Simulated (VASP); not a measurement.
# GaSb (F-43m) in VASP: elastic constants with PBEsol

Aim: the elastic constants of GaSb with PBEsol.

Program: VASP 6.6.1. These are calculated values, not measurements. Logs are shortened: lines on timing, memory, paths and dates and some standing lists are left out, and cuts for length are marked.

**1. The cell of the first run**

The structure is cubic, space group F-43m (No. 216). Conventional cell: a = 6.111 Å, b = 6.111 Å, c = 6.111 Å, α = 90.00°, β = 90.00°, γ = 90.00°. Ga (site symmetry -43m) has 4 Sb at 2.65 Å within 3.5 Å. Sb (site symmetry -43m) has 4 Ga at 2.65 Å within 3.5 Å.

**2. Elastic constants, PBEsol**

File INCAR:

```
SYSTEM = GaSb
PREC = Accurate ; ENCUT = 600
EDIFF = 1E-8 ; ISMEAR = -1
SIGMA = 0.05 ; LREAL = .False.
LASPH = .True. ; NELM = 80
ALGO = Normal ; ISIF = 3
LWAVE = .False. ; LCHARG = .False.
GGA = PS ; IBRION = 6
NFREE = 2 ; POTIM = 0.015
NSW = 1
```

File KPOINTS:

```
regular mesh
0
Gamma
  14 14 14
  0 0 0
```

File POSCAR:

```
GaSb
1.0
    0.0000000000      3.0556350974      3.0556350974
    3.0556350974      0.0000000000      3.0556350974
    3.0556350974      3.0556350974      0.0000000000
Ga Sb
1 1
Direct
    0.0000000000      0.0000000000      0.0000000000
    0.7500000000      0.7500000000      0.7500000000
```

Potentials or basis: VASP PAW PBE potentials, release 64 (Ga_d, Sb).

On the command line:

```sh
$ cat potpaw_PBE.64/Ga_d/POTCAR potpaw_PBE.64/Sb/POTCAR > POTCAR
$ mpirun -np 1 vasp_std > vasp.out
```

OUTCAR:

```text
SYSTEM = GaSb
   PREC = Accurate
   ENCUT = 600
   EDIFF = 1E-8
   ISMEAR = -1
   LREAL = .False.
   LASPH = .True.
   NELM = 80
   ISIF = 3
   GGA = PS
   IBRION = 6
   NFREE = 2
   POTIM = 0.015
   NSW = 1

 ion  position               nearest neighbor table
   1  0.000  0.000  0.000-   2 2.65   2 2.65   2 2.65   2 2.65
   2  0.750  0.750  0.750-   1 2.65   1 2.65   1 2.65   1 2.65

  LATTYP: Found a face centered cubic cell.
 ALAT       =     6.1112701948

  Lattice vectors:

 A1 = (   0.0000000000,   3.0556350974,   3.0556350974)
 A2 = (   3.0556350974,   0.0000000000,   3.0556350974)
 A3 = (   3.0556350974,   3.0556350974,   0.0000000000)

Analysis of symmetry for initial positions (statically):
=====================================================================
 Subroutine PRICEL returns:
 Original cell was already a primitive cell.

 Routine SETGRP: Setting up the symmetry group for a
 face centered cubic supercell.

 Subroutine GETGRP returns: Found 24 space group operations
 (whereof 24 operations were pure point group operations)
 out of a pool of 48 trial point group operations.

The static configuration has the point symmetry T_d .

Analysis of symmetry for dynamics (positions and initial velocities):
=====================================================================
 Subroutine PRICEL returns:
 Original cell was already a primitive cell.

 Routine SETGRP: Setting up the symmetry group for a
 face centered cubic supercell.

 Subroutine GETGRP returns: Found 24 space group operations
 (whereof 24 operations were pure point group operations)
 out of a pool of 48 trial point group operations.

The dynamic configuration has the point symmetry T_d .

 Subroutine INISYM returns: Found 24 space group operations
 (whereof 24 operations are pure point group operations),
 and found     1 'primitive' translations

----------------------------------------------------------------------------------------

                                     Primitive cell

  volume of cell :      57.0604

  direct lattice vectors                    reciprocal lattice vectors
     0.000000000  3.055635097  3.055635097    -0.163632104  0.163632104  0.163632104
     3.055635097  0.000000000  3.055635097     0.163632104 -0.163632104  0.163632104
     3.055635097  3.055635097  0.000000000     0.163632104  0.163632104 -0.163632104

  length of vectors
     4.321320596  4.321320596  4.321320596     0.283419118  0.283419118  0.283419118

  position of ions in fractional coordinates (direct lattice)
     0.000000000  0.000000000  0.000000000
     0.750000000  0.750000000  0.750000000

  ion indices of the primitive-cell ions
   primitive index   ion index
                 1           1
                 2           2

----------------------------------------------------------------------------------------

 KPOINTS: regular mesh

Automatic generation of k-mesh.
 Grid dimensions read from file:
 generate k-points for:   14   14   14

 Generating k-lattice:

  Cartesian coordinates                     Fractional coordinates (reciprocal lattice)
    -0.011688007  0.011688007  0.011688007     0.071428571  0.000000000  0.000000000
     0.011688007 -0.011688007  0.011688007     0.000000000  0.071428571  0.000000000
     0.011688007  0.011688007 -0.011688007     0.000000000  0.000000000  0.071428571

  Length of vectors
     0.020244223  0.020244223  0.020244223

  Shift w.r.t. Gamma in fractional coordinates (k-lattice)
     0.000000000  0.000000000  0.000000000

 Subroutine IBZKPT returns following result:
 ===========================================

 Found    104 irreducible k-points:
[... 101 lines left out ...]
  -------------------------------------------------------------------------------------
  Total        0.0293022      0.0293022      0.0293022      0.0000000      0.0000000      0.0000000
  in kB        0.8227674      0.8227674      0.8227674      0.0000000      0.0000000      0.0000000
  external PRESSURE =       0.8227674 kB  Pullay stress =       0.0000000 kB
[... 89 lines left out ...]
  FREE ENERGIE OF THE ION-ELECTRON SYSTEM (eV)
  ---------------------------------------------------
  free  energy   TOTEN  =        -8.1517944839 eV

  energy  without entropy=       -8.1516569508  energy(sigma->0) =       -8.15172572

 E-fermi :   4.7162     XC(G=0):  -9.2170

 val. band max:        4.6412601099   @ k =   0.0000   0.0000   0.0000
 cond. band min:       4.9331233794   @ k =   0.5000   0.0000   0.0000
 fundamental gap:      0.2918632695
 Fermi energy:         4.7161749564

 k-point     1 :       0.0000    0.0000    0.0000
  band No.  band energies     occupation
      1     -10.3627      2.00000
      2     -10.3607      2.00000
      3     -10.3607      2.00000
      4     -10.3137      2.00000
      5     -10.3120      2.00000
      6      -6.8108      2.00000
      7       4.5199      1.96129
      8       4.5539      1.92509
      9       4.6413      1.63465
     10       4.6413      1.63464
     11       7.3606      0.00000
     12       7.3606      0.00000
     13       7.4035      0.00000
[... 356 lines left out ...]
      2     -10.3528      2.00000
      3     -10.3516      2.00000
      4     -10.3148      2.00000
      5     -10.3126      2.00000
      6      -6.0861      2.00000
      7       0.5376      2.00000
      8       3.1304      2.00000
      9       3.3351      2.00000
     10       6.4229      0.00000
     11       7.4402      0.00000
     12       9.2277      0.00000
     13       9.2884      0.00000

 [... further k-points ...]

[... ionic steps 4 to 14 ...]

--------------------------------------- Ionic step       15  -------------------------------------------

 number of electron      18.0000002 magnetization

------------------------ aborting loop because EDIFF is reached ----------------------------------------
[... 67 lines left out ...]
--------------------------------------- Ionic step       17  -------------------------------------------

 number of electron      18.0000006 magnetization

 Free energy of the ion-electron system (eV)
  ---------------------------------------------------
  ext. energy  EPLUGINS =         0.00000000
  ---------------------------------------------------
  free energy    TOTEN  =        -8.15462408 eV

  energy without entropy =       -8.15445278  energy(sigma->0) =       -8.15453843

 E-fermi :   4.8739     XC(G=0):  -9.2814

 val. band max:        4.8085325593   @ k =   0.0000   0.0000   0.0000
 cond. band min:       5.0987581918   @ k =   0.5000   0.0000   0.0000
 fundamental gap:      0.2902256325
 Fermi energy:         4.8738748478

 k-point     1 :       0.0000    0.0000    0.0000
  band No.  band energies     occupation
      1     -10.2410      2.00000
      2     -10.2397      2.00000
      3     -10.2383      2.00000
      4     -10.1888      2.00000
      5     -10.1888      2.00000
      6      -6.7634      2.00000
      7       4.7175      1.91605
      8       4.7618      1.80787
      9       4.7798      1.73548
     10       4.8085      1.57397
     11       7.4873      0.00000
     12       7.5204      0.00000
     13       7.5551      0.00000
[... 397 lines left out ...]
  FREE ENERGIE OF THE ION-ELECTRON SYSTEM (eV)
  ---------------------------------------------------
  free  energy   TOTEN  =        -8.1546240761 eV

  energy  without entropy=       -8.1544527844  energy(sigma->0) =       -8.15453843

 INTERNAL STRAIN TENSORS FROM STRAINED CELLS
 ============================================

 INTERNAL STRAIN TENSOR FOR ION    1 for displacements in x,y,z  (eV/Angst):
          X           Y           Z          XY          YZ          ZX
  --------------------------------------------------------------------------------
  x    -0.00000     0.00000    -0.00000     0.00000    -7.19132    -0.00000
  y     0.00000     0.00000    -0.00000     0.00000     0.00000    -7.19124
  z     0.00000     0.00000    -0.00000    -7.19091     0.00000    -0.00000

 INTERNAL STRAIN TENSORS FROM DISPLACED ATOMS
 ============================================

 INTERNAL STRAIN TENSOR FOR ION    1 for displacements in x,y,z  (eV/Angst):
          X           Y           Z          XY          YZ          ZX
  --------------------------------------------------------------------------------
  x     0.00000     0.00000     0.00000     0.00000    -7.19648     0.00000
  y     0.00000     0.00000     0.00000     0.00000     0.00000    -7.19648
  z     0.00000     0.00000     0.00000    -7.19648     0.00000     0.00000

 INTERNAL STRAIN TENSOR FOR ION    2 for displacements in x,y,z  (eV/Angst):
          X           Y           Z          XY          YZ          ZX
  --------------------------------------------------------------------------------
  x    -0.00000    -0.00000    -0.00000     0.00000     7.19853     0.00000
  y     0.00000     0.00000     0.00000     0.00000     0.00000     7.19853
  z     0.00000     0.00000     0.00000     7.19853     0.00000     0.00000

 Eigenvectors and eigenvalues of the dynamical matrix
 ----------------------------------------------------

   1 f  =    6.630831 THz    41.662742 2PiTHz  221.180725 cm-1    27.422902 meV
             X         Y         Z           dx          dy          dz
      0.000000  0.000000  0.000000     0.572642   -0.555114   -0.000000
      4.583453  4.583453  4.583453    -0.433151    0.419893    0.000000
[... 21 lines left out ...]
   6 f/i=    0.001446 THz     0.009083 2PiTHz    0.048223 cm-1     0.005979 meV
             X         Y         Z           dx          dy          dz
      0.000000  0.000000  0.000000    -0.592716    0.101098   -0.048955
      4.583453  4.583453  4.583453    -0.783592    0.133656   -0.064720

--------------------------------------------------------------------------------------------------------

 ELASTIC MODULI CONTR FROM IONIC RELAXATION (kBar)
 Direction    XX          YY          ZZ          XY          YZ          ZX
 --------------------------------------------------------------------------------
 XX          -0.0000     -0.0000     -0.0000      0.0000      0.0000     -0.0000
 YY          -0.0000     -0.0000     -0.0000      0.0000      0.0000     -0.0000
 ZZ          -0.0000     -0.0000     -0.0000      0.0000      0.0000     -0.0000
 XY           0.0000      0.0000      0.0000   -182.3987      0.0000      0.0000
 YZ           0.0000      0.0000      0.0000      0.0000   -182.3987      0.0000
 ZX          -0.0000     -0.0000     -0.0000      0.0000      0.0000   -182.3987
 --------------------------------------------------------------------------------

 TOTAL ELASTIC MODULI (kBar)
 Direction    XX          YY          ZZ          XY          YZ          ZX
 --------------------------------------------------------------------------------
 XX         811.8737    372.3121    372.3121     -0.0000     -0.0000      0.0000
 YY         372.3121    811.8737    372.3121      0.0000     -0.0000     -0.0000
 ZZ         372.3121    372.3121    811.8737     -0.0000     -0.0000     -0.0000
 XY          -0.0000      0.0000     -0.0000    395.5183      0.0000      0.0000
 YZ          -0.0000     -0.0000     -0.0000      0.0000    395.5183      0.0000
 ZX           0.0000     -0.0000     -0.0000      0.0000      0.0000    395.5183
 --------------------------------------------------------------------------------
```

Wall time 1.7 h (1 thread of Oxide Virtual Turin-like, shared host); peak memory 1.1 GiB.

What came out:

```yaml
Elastic_constants_C11_C12_C44: 81, 37, 40 GPa
Voigt_bulk_modulus: 52 GPa
Highest_phonon_frequency_at_Γ_LO-TO_splitting_left_out: 221 cm⁻¹
```

Phonon frequencies in cm⁻¹ (negative: imaginary):
```csv
q point,frequencies
"(0.000, 0.000, 0.000)",0 0 0 221 221 221
```

Elastic tensor in Voigt notation (GPa, in the Cartesian axes of the cell as first typed):
```
81 37 37  0  0  0
37 81 37  0  0  0
37 37 81  0  0  0
 0  0  0 40  0  0
 0  0  0  0 40  0
 0  0  0  0  0 40
```

Clamped-ion elastic tensor (GPa):
```
81 37 37  0  0  0
37 81 37  0  0  0
37 37 81  0  0  0
 0  0  0 58  0  0
 0  0  0  0 58  0
 0  0  0  0  0 58
```

Caveat: the PAW data sets were made with another functional, which shifts forces and pressure a little; spin-orbit coupling is left out, which moves the levels of the heavy elements.
